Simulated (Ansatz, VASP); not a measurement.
# Two plane-wave programs on Ba

```
CELL_PARAMETERS angstrom
-2.50000 2.50000 2.30000
2.50000 -2.50000 2.30000
2.50000 2.50000 -2.30000
ATOMIC_POSITIONS crystal
Ba 0.00000 0.00000 0.00000
```

Change from the starting cell: strain +0.000 along x and y, -0.080 along z, atoms carried along.

Alike in both runs: task single point; functional LDA; k mesh 14 × 14 × 14; occupations gaussian, width 0.15 eV; no spin polarisation.

|  | VASP | Ansatz |
| --- | --- | --- |
| version | VASP 6.6.1 | Ansatz 0.2.0 |
| potentials or method | VASP PAW LDA potentials, release 64 (Ba_sv), cutoff 520 eV | scalar-relativistic, plane waves, PAW |
| valence electrons in the cell | 10 | 10 |

```csv
,VASP,Ansatz,Ansatz less VASP
gap on the k mesh at the Fermi level (eV),none,none,-
pressure (GPa),-0.6,-0.6,-0.05
"traceless stress, the component that is largest in VASP (GPa)",0.34,0.33,-0.009
```

LDA's correlation is that of Perdew and Zunger in VASP and of Perdew and Wang (1992) in Ansatz. A gap of «none» marks a metal or a gap that the smearing closes.

Neither program's run includes spin-orbit coupling.
